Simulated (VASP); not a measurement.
System: SnSe, a slab with vacuum.

```
Sn Se
1.0
     4.28533    0.00000    0.00000
     0.00000    4.28533    0.00000
     0.00000    0.00000   10.99069
Sn Se
2 2
Direct
  0.00000 0.50000 0.62777
  0.50000 0.00000 0.37223
  0.00000 0.50000 0.38396
  0.50000 0.00000 0.61604
```

Base run:

* Program: VASP 6.6.1
* Functional: r2SCAN
* Potentials or basis: VASP PAW PBE potentials, release 64 (Sn_d, Se)
* Cutoff: 520 eV
* k mesh: 6 × 6 × 3
* Occupations: fermi-dirac, width 0.05 eV
* Spin: no spin polarisation

Its results: band gap on the k mesh 1.77 eV; largest force 0.016 eV/Å.

Question: The run is repeated on the same cell with these changes: functional from r2SCAN to PBEsol. What comes out?

Answer: Band gap on the k mesh 1.47 eV; largest force 0.094 eV/Å.

Caveats: the PAW data sets were made with another functional, which shifts forces and pressure a little; spin-orbit coupling is left out, which moves the levels of the heavy elements.

A k mesh can miss the band edges.
